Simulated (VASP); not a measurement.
# Mg (Pm-3n) in VASP: further runs

Mg is run at these levels: PBEsol; tasks: single point, relaxation of cell and atoms.

All numbers are computed with VASP 6.6.1; they aren't measurements. Logs are shortened: lines on timing, memory, paths and dates and some standing lists are left out, and cuts for length are marked.

### Step 1. The cell of the first run

Symmetry: Pm-3n, No. 223, cubic system. The conventional cell has a = 5.663 Å, b = 5.663 Å, c = 5.663 Å, α = 90.00°, β = 90.00°, γ = 90.00°. Within 4.2 Å of Mg (site symmetry m-3) lie 12 Mg at 3.17 Å. Within 3.7 Å of Mg (site symmetry -4m2) lie 14 Mg at 2.83 to 3.47 Å.

### Step 2. Single point, PBEsol

INCAR reads:

```
SYSTEM = Mg
PREC = Accurate
ENCUT = 520
EDIFF = 1E-6
ISMEAR = 0
SIGMA = 0.1
LREAL = .FALSE.
LASPH = .TRUE.
NELM = 100
ALGO = Fast
ISIF = 2
LWAVE = .FALSE.
LCHARG = .FALSE.
GGA = PS
NBANDS = 18
```

KPOINTS reads:

```
Automatic mesh
0
G
  4 4 4
  0 0 0
```

POSCAR reads:

```
Mg
1.0
    5.6630492469      0.0000000000      0.0000000000
    0.0000000000      5.6630492469      0.0000000000
    0.0000000000      0.0000000000      5.6630492469
Mg
8
Direct
    0.5000000000      0.5000000000      0.5000000000
    0.0000000000      0.0000000000      0.0000000000
    0.2500000000      0.0000000000      0.5000000000
    0.5000000000      0.2500000000      0.0000000000
    0.5000000000      0.7500000000      0.0000000000
    0.7500000000      0.0000000000      0.5000000000
    0.0000000000      0.5000000000      0.7500000000
    0.0000000000      0.5000000000      0.2500000000
```

Potentials or basis: VASP PAW PBE potentials, release 64 (Mg).

On the command line:

```console
cat potpaw_PBE.64/Mg/POTCAR > POTCAR
mpirun -np 1 vasp_std > vasp.out
```

OUTCAR:

```text
SYSTEM = Mg
   PREC = Accurate
   ENCUT = 520
   EDIFF = 1E-6
   ISMEAR = 0
   LREAL = .FALSE.
   LASPH = .TRUE.
   NELM = 100
   ISIF = 2
   GGA = PS

 ion  position               nearest neighbor table
   1  0.500  0.500  0.500-   3 3.17   4 3.17   5 3.17   6 3.17   7 3.17   8 3.17   4 3.17   5 3.17
                             3 3.17   6 3.17   7 3.17   8 3.17
   2  0.000  0.000  0.000-   3 3.17   4 3.17   5 3.17   6 3.17   7 3.17   8 3.17   3 3.17   6 3.17
                             7 3.17   8 3.17   4 3.17   5 3.17
   3  0.250  0.000  0.500-   6 2.83   6 2.83   1 3.17   2 3.17   1 3.17   2 3.17   8 3.47   5 3.47
                             4 3.47   5 3.47   4 3.47   7 3.47   8 3.47   7 3.47
   4  0.500  0.250  0.000-   5 2.83   5 2.83   1 3.17   1 3.17   2 3.17   2 3.17   8 3.47   3 3.47
                             3 3.47   6 3.47   6 3.47   7 3.47   7 3.47   8 3.47
   5  0.500  0.750  0.000-   4 2.83   4 2.83   1 3.17   1 3.17   2 3.17   2 3.17   8 3.47   3 3.47
                             3 3.47   6 3.47   6 3.47   7 3.47   7 3.47   8 3.47
   6  0.750  0.000  0.500-   3 2.83   3 2.83   1 3.17   2 3.17   1 3.17   2 3.17   8 3.47   4 3.47
                             4 3.47   5 3.47   5 3.47   7 3.47   8 3.47   7 3.47
   7  0.000  0.500  0.750-   8 2.83   8 2.83   1 3.17   2 3.17   2 3.17   1 3.17   3 3.47   4 3.47
                             5 3.47   3 3.47   6 3.47   6 3.47   4 3.47   5 3.47
   8  0.000  0.500  0.250-   7 2.83   7 2.83   1 3.17   2 3.17   2 3.17   1 3.17   3 3.47   4 3.47
                             5 3.47   3 3.47   6 3.47   6 3.47   4 3.47   5 3.47

  LATTYP: Found a simple cubic cell.
 ALAT       =     5.6630492469

  Lattice vectors:

 A1 = (   5.6630492469,   0.0000000000,   0.0000000000)
 A2 = (   0.0000000000,   5.6630492469,   0.0000000000)
 A3 = (   0.0000000000,   0.0000000000,   5.6630492469)

Analysis of symmetry for initial positions (statically):
=====================================================================
 Subroutine PRICEL returns:
 Original cell was already a primitive cell.

 Routine SETGRP: Setting up the symmetry group for a
 simple cubic supercell.

 Subroutine GETGRP returns: Found 48 space group operations
 (whereof 24 operations were pure point group operations)
 out of a pool of 48 trial point group operations.

The static configuration has the point symmetry T_h .
 The point group associated with its full space group is O_h .

Analysis of symmetry for dynamics (positions and initial velocities):
=====================================================================
 Subroutine PRICEL returns:
 Original cell was already a primitive cell.

 Routine SETGRP: Setting up the symmetry group for a
 simple cubic supercell.

 Subroutine GETGRP returns: Found 48 space group operations
 (whereof 24 operations were pure point group operations)
 out of a pool of 48 trial point group operations.

The dynamic configuration has the point symmetry T_h .
 The point group associated with its full space group is O_h .

 Subroutine INISYM returns: Found 48 space group operations
 (whereof 24 operations are pure point group operations),
 and found     1 'primitive' translations

----------------------------------------------------------------------------------------

                                     Primitive cell

  volume of cell :     181.6147

  direct lattice vectors                    reciprocal lattice vectors
     5.663049247  0.000000000  0.000000000     0.176583313  0.000000000  0.000000000
     0.000000000  5.663049247  0.000000000     0.000000000  0.176583313  0.000000000
     0.000000000  0.000000000  5.663049247     0.000000000  0.000000000  0.176583313

  length of vectors
     5.663049247  5.663049247  5.663049247     0.176583313  0.176583313  0.176583313

  position of ions in fractional coordinates (direct lattice)
     0.500000000  0.500000000  0.500000000
     0.000000000  0.000000000  0.000000000
     0.250000000  0.000000000  0.500000000
     0.500000000  0.250000000  0.000000000
     0.500000000  0.750000000  0.000000000
     0.750000000  0.000000000  0.500000000
     0.000000000  0.500000000  0.750000000
     0.000000000  0.500000000  0.250000000

  ion indices of the primitive-cell ions
   primitive index   ion index
                 1           1
                 2           2
                 3           3
                 4           4
                 5           5
                 6           6
                 7           7
                 8           8

----------------------------------------------------------------------------------------

 KPOINTS: Automatic mesh

Automatic generation of k-mesh.
 Grid dimensions read from file:
 generate k-points for:    4    4    4

 Generating k-lattice:

  Cartesian coordinates                     Fractional coordinates (reciprocal lattice)
     0.044145828  0.000000000  0.000000000     0.250000000  0.000000000  0.000000000
     0.000000000  0.044145828  0.000000000     0.000000000  0.250000000  0.000000000
     0.000000000  0.000000000  0.044145828     0.000000000  0.000000000  0.250000000

  Length of vectors
     0.044145828  0.044145828  0.044145828

  Shift w.r.t. Gamma in fractional coordinates (k-lattice)
     0.000000000  0.000000000  0.000000000

 Subroutine IBZKPT returns following result:
 ===========================================

 Found     10 irreducible k-points:

 Following reciprocal coordinates:
            Coordinates               Weight
  0.000000  0.000000  0.000000      1.000000
  0.250000  0.000000  0.000000      6.000000
  0.500000  0.000000  0.000000      3.000000
  0.250000  0.250000  0.000000     12.000000
  0.500000  0.250000  0.000000     12.000000
  0.500000  0.500000  0.000000      3.000000
  0.250000  0.250000  0.250000      8.000000
  0.500000  0.250000  0.250000     12.000000
  0.500000  0.500000  0.250000      6.000000
  0.500000  0.500000  0.500000      1.000000
   k-points           NKPTS =     10   k-points in BZ     NKDIM =     10   number of bands    NBANDS=     18
   number of dos      NEDOS =    301   number of ions     NIONS =      8
   total plane-waves  NPLWV =  74088
   dimension x,y,z NGX =    42 NGY =   42 NGZ =   42
   dimension x,y,z NGXF=    84 NGYF=   84 NGZF=   84
   ions per type =               8
   NGX,Y,Z   is equivalent  to a cutoff of  12.33, 12.33, 12.33 a.u.
   NGXF,Y,Z  is equivalent  to a cutoff of  24.66, 24.66, 24.66 a.u.
 SYSTEM =  Mg
   PREC   = accura    normal or accurate (medium, high low for compatibility)
   ISTART =      0    job   : 0-new  1-cont  2-samecut
   ICHARG =      2    charge: 1-file 2-atom 10-const
   ISPIN  =      1    spin polarized calculation?
   LNONCOLLINEAR =      F non collinear calculations
   LSORBIT =      F    spin-orbit coupling
   LASPH  =      T    aspherical Exc in radial PAW
   ENCUT  =  520.0 eV  38.22 Ry    6.18 a.u.  10.53 10.53 10.53*2*pi/ulx,y,z
   NELM   =    100;   NELMIN=  2; NELMDL= -5     # of ELM steps
   EDIFF  = 0.1E-05   stopping-criterion for ELM
   LREAL  =      F    real-space projection
   EDIFFG = 0.1E-04   stopping-criterion for IOM
   NSW    =      0    number of steps for IOM
   IBRION =     -1    ionic relax: 0-MD 1-quasi-New 2-CG
   NFREE  =      0    steps in history (QN), initial steepest desc. (CG)
   ISIF   =      2    stress and relaxation
   ISYM   =      2    0-nonsym 1-usesym 2-fastsym
   POTIM  = 0.5000    time-step for ionic-motion
   TEBEG  =    0.0;   TEEND  =   0.0 temperature during run
   PSTRESS=    0.0 pullay stress
   NELECT =      16.0000    total number of electrons
   NUPDOWN=      -1.0000    fix difference up-down
   EMIN   =  10.00;   EMAX   =-10.00  energy-range for DOS
   EFERMI =   0.00;   METHOD = LEGACY
   ISMEAR =     0;   SIGMA  =   0.10  broadening in eV -4-tet -1-fermi 0-gaus
   EFERMI_NEDOS =   21; number of points for ismear=-14 and -15
   IALGO  =     68    algorithm
   IMIX   =      4    mixing-type and parameters
     AMIX     =   0.40;   BMIX     =  1.00
     AMIX_MAG =   1.60;   BMIX_MAG =  1.00
  volume/ion in A,a.u.               =      22.70       153.20
  Fermi-wavevector in a.u.,A,eV,Ry     =   0.728447  1.376565  7.219723  0.530635
  Thomas-Fermi vector in A             =   1.819922
   LORBIT       =      0    0 simple, 1 ext, 2 COOP (PROOUT), +10 PAW based schemes
   GGA     = PS    functional components
   LHFCALC =     F    Hartree Fock is set to
   AEXX    =    0.0000 exact exchange contribution
   IVDW    =     0    specifies the selected vdW correction
   LEPSILON=     F    determine dielectric tensor
   LRPA    =     F    only Hartree local field effects (RPA)
 non-spin polarized calculation
 RMM-DIIS sequential band-by-band and
 Gauss-broadening in eV      SIGMA  =   0.10
  energy-cutoff  :      520.00
  volume of cell :      181.61
 maximum number of plane-waves:      4945
   NGX = 21   NGY = 21   NGZ = 21

 number of electron      16.0000000 magnetization

 Free energy of the ion-electron system (eV)
  ---------------------------------------------------
  ext. energy  EPLUGINS =         0.00000000
  ---------------------------------------------------
  free energy    TOTEN  =       -13.36097611 eV

  energy without entropy =      -13.32845663  energy(sigma->0) =      -13.34471637

 E-fermi :   2.7515     XC(G=0):  -8.5637

 val. band max:        2.7508220240   @ k =   0.2500   0.0000   0.0000
 cond. band min:       2.8110760230   @ k =   0.2500   0.2500   0.0000
 fundamental gap:      0.0602539990
 Fermi energy:         2.7515453058

 k-point     1 :       0.0000    0.0000    0.0000
  band No.  band energies     occupation
      1      -4.3278      2.00000
      2       0.2094      2.00000
      3       0.2094      2.00000
      4       0.2149      2.00000
      5       0.3002      2.00000
      6       0.3002      2.00000
[... 10 lines left out ...]
     17       5.3114      0.00000
     18       5.3114      0.00000
[... 169 lines left out ...]
 k-point    10 :       0.5000    0.5000    0.5000
  band No.  band energies     occupation
      1      -0.8687      2.00000
      2      -0.8687      2.00000
      3      -0.8687      2.00000
      4      -0.8687      2.00000
      5      -0.8687      2.00000
      6      -0.8687      2.00000
[... 10 lines left out ...]
     17       7.3684      0.00000
     18       7.3832      0.00000

------------------------ aborting loop because EDIFF is reached ----------------------------------------

  FORCE on cell =-STRESS in cart. coord.  units (eV):
  Direction    XX          YY          ZZ          XY          YZ          ZX
  --------------------------------------------------------------------------------------
  -------------------------------------------------------------------------------------
  Total        0.5676736      0.5676736      0.5676736      0.0000000     -0.0000000     -0.0000000
  in kB        5.0079301      5.0079301      5.0079301      0.0000000     -0.0000000     -0.0000000
  external PRESSURE =       5.0079301 kB  Pullay stress =       0.0000000 kB

 VOLUME and BASIS-vectors are now :
 -----------------------------------------------------------------------------
  energy-cutoff  :      520.00
  volume of cell :      181.61
      direct lattice vectors                 reciprocal lattice vectors
     5.663049247  0.000000000  0.000000000     0.176583313  0.000000000  0.000000000
     0.000000000  5.663049247  0.000000000     0.000000000  0.176583313  0.000000000
     0.000000000  0.000000000  5.663049247     0.000000000  0.000000000  0.176583313

 POSITION                                       TOTAL-FORCE (eV/Angst)
 -----------------------------------------------------------------------------------
      2.83152      2.83152      2.83152         0.000000     -0.000000      0.000000
      0.00000      0.00000      0.00000         0.000000     -0.000000      0.000000
      1.41576      0.00000      2.83152         0.000000      0.000000      0.000000
      2.83152      1.41576      0.00000        -0.000000     -0.000000      0.000000
      2.83152      4.24729      0.00000        -0.000000     -0.000000     -0.000000
      4.24729      0.00000      2.83152        -0.000000     -0.000000     -0.000000
      0.00000      2.83152      4.24729         0.000000     -0.000000      0.000000
      0.00000      2.83152      1.41576         0.000000     -0.000000      0.000000
 -----------------------------------------------------------------------------------
    total drift:                               -0.000000      0.000000      0.000000

  FREE ENERGIE OF THE ION-ELECTRON SYSTEM (eV)
  ---------------------------------------------------
  free  energy   TOTEN  =       -13.3609761057 eV

  energy  without entropy=      -13.3284566269  energy(sigma->0) =      -13.34471637
```

It took 14 s on 1 thread of Intel Xeon 6975P-C (Granite Rapids), shared host; peak memory 0.25 GiB.

Results:

```yaml
Free_energy: -13.3610 eV
Pressure: 0.5 GPa
Band_gap_on_the_k_mesh: zero (bands 8 and 9 overlap by 2.66 eV)
```

Caveat: the PAW data sets were made with another functional, which shifts forces and pressure a little.

### Step 3. Single point, PBEsol

This run uses another cell than the first one, of 22.98 Å³/atom.

INCAR reads:

```
SYSTEM = Mg
ALGO = Fast
EDIFF = 1E-6
ENCUT = 520
GGA = PS
ISIF = 2
ISMEAR = 0
LASPH = .TRUE.
LCHARG = .TRUE.
LELF = .TRUE.
LREAL = .FALSE.
LVHAR = .TRUE.
LWAVE = .FALSE.
NBANDS = 18
NELM = 100
PREC = Accurate
SIGMA = 0.1
```

KPOINTS reads:

```
k-points
0
G
  8 8 8
  0 0 0
```

POSCAR: that of step 2 with these lines changed.

```diff
@@ -2,5 +2,5 @@
 1.0
-    5.6630492469      0.0000000000      0.0000000000
-    0.0000000000      5.6630492469      0.0000000000
-    0.0000000000      0.0000000000      5.6630492469
+    5.6864268141      0.0000000000      0.0000000000
+    0.0000000000      5.6864268141      0.0000000000
+    0.0000000000      0.0000000000      5.6864268141
 Mg
```

Potentials or basis: VASP PAW PBE potentials, release 64 (Mg).

On the command line:

```console
cat potpaw_PBE.64/Mg/POTCAR > POTCAR
mpirun -np 1 vasp_std > vasp.out
```

It took 35 s on 1 thread of Intel Xeon 6975P-C (Granite Rapids), shared host; peak memory 0.3 GiB.

It converged, with:

```
Free energy            : -13.4321 eV
Pressure               : 0.0 GPa
Band gap on the k mesh : zero (bands 8 and 9 overlap by 2.62 eV)
```

Levels at points of the mesh, in eV from the Fermi level:
| k point | band 6 | band 7 | band 8 | band 9 | band 10 | band 11 |
| --- | --- | --- | --- | --- | --- | --- |
| (0.00, 0.00, 0.00) | -2.29 | -2.29 | 1.53 | 1.53 | 1.56 | 1.56 |
| (0.50, 0.00, 0.00) | -1.32 | -1.12 | -1.12 | -1.08 | -1.08 | 2.59 |
| (0.50, 0.50, 0.00) | -0.33 | -0.33 | -0.16 | -0.15 | 0.06 | 0.06 |
| (0.50, 0.50, 0.50) | -3.46 | -3.44 | -3.44 | 4.71 | 4.71 | 4.71 |

Caveat: the PAW data sets were made with another functional, which shifts forces and pressure a little.

### Step 4. Relaxation of cell and atoms, PBEsol

INCAR reads:

```
PREC = Accurate
ENCUT = 600
EDIFF = 1E-6
ISMEAR = 0
SIGMA = 0.1
LREAL = F
LASPH = T
NELM = 60
ALGO = Fast
ISIF = 3
LWAVE = F
LCHARG = F
GGA = PS
IBRION = 2
NSW = 100
EDIFFG = -0.01
```

KPOINTS reads:

```
regular mesh
0
Gamma
  8 8 8
```

POSCAR: that of step 3 with these lines changed.

```diff
@@ -2,5 +2,5 @@
 1.0
-    5.6864268141      0.0000000000      0.0000000000
-    0.0000000000      5.6864268141      0.0000000000
-    0.0000000000      0.0000000000      5.6864268141
+    5.6630492469      0.0000000000      0.0000000000
+    0.0000000000      5.6630492469      0.0000000000
+    0.0000000000      0.0000000000      5.6630492469
 Mg
```

On the command line:

```console
cat potpaw_PBE.64/Mg/POTCAR > POTCAR
mpirun -np 1 vasp_std > vasp.out
```

Run time: 66 s. Hardware: 1 thread of Intel Xeon 6975P-C (Granite Rapids), shared host; peak memory 0.37 GiB.

It converged, with:

```
Free energy                           : -13.4329 eV
Relaxed volume                        : 22.97 Å³/atom
Relaxed cell                          : a = 5.685 Å, b = 5.685 Å, c = 5.685 Å, α = 90.00°, β = 90.00°, γ = 90.00°
Space group after relaxing (to 0.1 Å) : Pm-3n (No. 223)
Energy gained by relaxing             : 0.4 meV/atom
Ionic steps                           : 3
Pressure after relaxing               : 0.0 GPa
Band gap on the k mesh                : zero (bands 8 and 9 overlap by 2.62 eV)
```

Step by step:
| step | energy change (eV) | largest force (eV/Å) | pressure (GPa) | volume (Å³) |
| --- | --- | --- | --- | --- |
| 1 | 0.0000 | 0.0000 | 0.43 | 181.61 |
| 2 | -0.0027 | 0.0000 | 0.10 | 183.23 |
| 3 | -0.0028 | 0.0000 | 0.00 | 183.77 |

Final structure:
```yaml
crystal:
  lattice:
    - [5.68538, 0.00000, 0.00000]
    - [0.00000, 5.68538, 0.00000]
    - [0.00000, 0.00000, 5.68538]
  atoms:
    - { symbol: Mg, position: [0.50000, 0.50000, 0.50000] }
    - { symbol: Mg, position: [0.00000, 0.00000, 0.00000] }
    - { symbol: Mg, position: [0.25000, 0.00000, 0.50000] }
    - { symbol: Mg, position: [0.50000, 0.25000, 0.00000] }
    - { symbol: Mg, position: [0.50000, 0.75000, 0.00000] }
    - { symbol: Mg, position: [0.75000, 0.00000, 0.50000] }
    - { symbol: Mg, position: [0.00000, 0.50000, 0.75000] }
    - { symbol: Mg, position: [0.00000, 0.50000, 0.25000] }
```

Levels at points of the mesh, in eV from the Fermi level:
```
           k point  band 6  band 7  band 8  band 9  band 10  band 11
(0.00, 0.00, 0.00)   -2.29   -2.29    1.53    1.53     1.56     1.56
(0.50, 0.00, 0.00)   -1.32   -1.12   -1.12   -1.08    -1.08     2.59
(0.50, 0.50, 0.00)   -0.33   -0.33   -0.16   -0.15     0.07     0.07
(0.50, 0.50, 0.50)   -3.46   -3.45   -3.45    4.71     4.71     4.71
```

Caveat: the PAW data sets were made with another functional, which shifts forces and pressure a little.

### Step 5. Overview

| task | cell | k mesh | cutoff (eV) | gap on the mesh (eV) | pressure (GPa) |
| --- | --- | --- | --- | --- | --- |
| single point | a = 5.663 Å, 8 atoms | 4 × 4 × 4 | 520 | none | 0.5 |
| single point | a = 5.686 Å, 8 atoms | 8 × 8 × 8 | 520 | none | 0.0 |
| relaxation of cell and atoms | relaxed from a = 5.663 Å, 8 atoms | 8 × 8 × 8 | 600 | none | 0.0 |

Alike in all rows: level PBEsol; potentials or basis VASP PAW PBE potentials, release 64 (Mg); no spin polarisation; smearing gaussian 0.1 eV.

Caveats: the PAW data sets were made with another functional, which shifts forces and pressure a little.

Total energies depend on the potentials used, so only differences within one code and one set of settings carry meaning.

The gap in the log of VASP goes by the Fermi energy; the results here count the filled bands.